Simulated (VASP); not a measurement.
Runs of VASP 6.6.1 on CeCr2B2C. It takes space group P4/mmm (No. 123, tetragonal). Conventional cell: a = 3.763 Å, b = 3.763 Å, c = 4.956 Å, α = 90.00°, β = 90.00°, γ = 90.00°. Ce (site symmetry 4/mmm) has 2 C at 2.48 Å and 8 B at 2.88 Å and 8 Cr at 3.11 Å within 3.3 Å. Within 3.0 Å of B (site symmetry 4mm) lie 2 B at 2.22 to 2.74 Å and 4 Cr at 2.33 Å and 4 Ce at 2.88 Å and 4 C at 2.99 Å. Within 2.5 Å of Cr (site symmetry mmm) lie 2 C at 1.88 Å and 4 B at 2.33 Å. C (site symmetry 4/mmm) has 4 Cr at 1.88 Å and 2 Ce at 2.48 Å within 2.5 Å. 

```tsv
level	potentials or basis	k mesh	gap on the mesh (eV)	pressure (GPa)	largest force (eV/Å)
r2SCAN	VASP PAW PBE potentials, release 64 (Ce, B, Cr_pv, C)	6 × 6 × 5	none	-0.4	0.23
LDA	VASP PAW LDA potentials, release 64 (Ce, B, Cr_pv, C)	5 × 5 × 4	none	-9.3	0.10
r2SCAN	VASP PAW PBE potentials, release 64 (Ce, B, Cr_pv, C)	5 × 5 × 4, shifted	none	-0.5	0.27
revPBE	VASP PAW PBE potentials, release 64 (Ce, B, Cr_pv, C)	5 × 5 × 4	none	(a)	0.33
r2SCAN	VASP PAW PBE potentials, release 64 (Ce, B, Cr_pv, C)	5 × 5 × 4	none	-0.5	0.20
```

Alike in all rows: task single point; no spin polarisation; cell as given; cutoff (eV) 520; smearing fermi-dirac 0.1 eV.

Estimate the missing entries.

(a) 3.3.

Caveats: spin-orbit coupling is left out, which moves the levels of the heavy elements; the run has no spin polarisation, though such a crystal can be magnetic; semilocal functionals describe open f shells poorly, which spoils levels, moments and volumes; the PAW data sets were made with another functional, which shifts forces and pressure a little (at least some runs); the cell stands under tension (at least some runs); the cell stands under pressure (at least some runs).

A k mesh can miss the band edges, and the runs leave out spin-orbit coupling on Ce.

A gap of «none» marks levels without a gap at the run's occupations.
